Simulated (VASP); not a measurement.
Na2Ru:

```
Na Ru
1.0
     3.64010   -3.83386    0.00000
     3.64010    3.83386    0.00000
     0.00000    0.00000    4.55400
Na Ru
4 2
Direct
  0.16667 0.16667 0.75000
  0.83333 0.83333 0.75000
  0.16667 0.16667 0.25000
  0.83333 0.83333 0.25000
  0.76045 0.23955 0.00000
  0.23955 0.76045 0.00000
```

The cell was generated, and may not be a known phase.

```yaml
Program: VASP 6.6.1
Task: relaxation of cell and atoms
Functional: PBE
Potentials_or_basis: VASP PAW PBE potentials, release 64 (Na_sv, Ru_sv)
Cutoff: 1130 eV
k_mesh: 4 × 4 × 4
Occupations: gaussian, width 0.1 eV
Spin: no spin polarisation
```

At the start: pressure 12.8 GPa; volume 21.18 Å³/atom.

Task: Where does the relaxation end?

Result: Over 25 steps the energy falls by 1297.5 meV/atom and the volume is 20.85 Å³/atom (-1.6 %); space group Cmmm (No. 65, to 0.1 Å) before and after.

The path:
| step | energy change (eV) | largest force (eV/Å) | pressure (GPa) | volume (Å³) |
| --- | --- | --- | --- | --- |
| 1 | 0.0000 | 4.3276 | 12.80 | 127.11 |
| 2 | -3.2410 | 1.0220 | -2.04 | 160.64 |
| 3 | -3.2878 | 0.9948 | -2.59 | 164.23 |
| 4 | -3.3087 | 0.9893 | -3.44 | 171.55 |
| 5 | -4.5348 | 0.8379 | -3.41 | 163.11 |
| 6 | -7.0961 | 0.9626 | 2.39 | 132.93 |
| 7 | -7.0406 | 1.3506 | 4.84 | 128.40 |
| 8 | -7.0962 | 1.0967 | 3.24 | 131.20 |
| 9 | -6.8433 | 1.7117 | -4.28 | 138.92 |
| 10 | -7.3510 | 0.8756 | -0.06 | 135.13 |
| 11 | -7.3514 | 0.8933 | 0.21 | 134.83 |
| 12 | -7.5874 | 0.5401 | -0.51 | 135.75 |
| 13 | -7.7028 | 0.3256 | -1.21 | 136.95 |
| 14 | -7.6533 | 1.5769 | 2.22 | 130.61 |
| 15 | -7.7217 | 0.2201 | -0.15 | 134.62 |
| 16 | -7.7417 | 0.1668 | -0.33 | 133.08 |
| 17 | -7.7570 | 0.1445 | -0.72 | 129.98 |
| 18 | -7.7667 | 0.1453 | -0.23 | 127.99 |
| 19 | -7.7706 | 0.1545 | 0.54 | 125.17 |
| 20 | -7.7708 | 0.1522 | 0.41 | 125.63 |
| 21 | -7.7757 | 0.1189 | 0.20 | 125.65 |
| 22 | -7.7797 | 0.3065 | -0.39 | 125.70 |
| 23 | -7.7802 | 0.2598 | -0.25 | 125.69 |
| 24 | -7.7839 | 0.1266 | -0.06 | 125.35 |
| 25 | -7.7847 | 0.0277 | 0.08 | 125.10 |

Final structure:
```
Na Ru
1.0
     3.07424   -3.01977    0.00000
     3.07424    3.01977    0.00000
     0.00000    0.00000    6.73767
Na Ru
4 2
Direct
  0.23126 0.23126 0.70860
  0.76874 0.76874 0.70860
  0.23126 0.23126 0.29140
  0.76874 0.76874 0.29140
  0.69005 0.30995 0.00000
  0.30995 0.69005 0.00000
```

Caveat: a cell axis changed by over 15 % at a fixed basis, so the end point is rough.
